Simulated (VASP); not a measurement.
YbB2: single point with PBEsol

YbB2:

```
Yb B
1.0
     3.22943    0.00000    0.00000
    -1.61471    2.79676    0.00000
     0.00000    0.00000    3.84631
Yb B
1 2
Direct
  0.00000 0.00000 0.00000
  0.33333 0.66667 0.50000
  0.66667 0.33333 0.50000
```

```json
{
  "Program": "VASP 6.6.1",
  "Task": "single point",
  "Functional": "PBEsol",
  "Potentials or basis": "VASP PAW PBE potentials, release 64 (Yb, B)",
  "Cutoff": "520 eV",
  "k mesh": "12 × 12 × 10",
  "Occupations": "gaussian, width 0.05 eV",
  "Spin": "no spin polarisation",
  "Dipole correction": "no",
  "Further INCAR settings": "ALGO = Normal; EDIFF = 1e-06; NBANDS = 22"
}
```

| Quantity | Value |
| --- | --- |
| Pressure | -4.2 GPa |
| Band gap on the k mesh | zero (bands 15 and 16 overlap by 1.30 eV) |

Stress tensor (GPa, compression positive):
```
-3.90  0.00  0.00
 0.00 -3.90  0.00
 0.00  0.00 -4.85
```

Levels at points of the mesh, in eV from the Fermi level:
| k point | band 12 | band 13 | band 14 | band 15 | band 16 | band 17 | band 18 | band 19 |
| --- | --- | --- | --- | --- | --- | --- | --- | --- |
| (0.00, 0.00, 0.00) | -0.37 | -0.32 | -0.31 | -0.31 | 0.05 | 6.45 | 6.45 | 6.55 |
| (0.50, 0.00, 0.00) | -0.36 | -0.32 | -0.25 | 0.06 | 0.07 | 3.60 | 5.81 | 6.82 |
| (0.00, 0.00, 0.50) | -0.29 | -0.29 | 1.02 | 1.02 | 3.62 | 3.62 | 3.88 | 4.08 |
| (0.50, 0.00, 0.50) | -0.42 | -0.36 | -0.31 | -0.27 | -0.07 | 5.52 | 6.20 | 8.44 |

Wall time 2.9 min on 1 thread of AMD EPYC 9R45 96-Core Processor (Zen 5), on a shared host, peak memory 0.2 GiB.

Caveat: the cell stands under tension; the PAW data sets were made with another functional, which shifts forces and pressure a little; spin-orbit coupling is left out, which moves the levels of the heavy elements. Spin polarisation is off, so any magnetic state and its effect on volume and gap are missing.
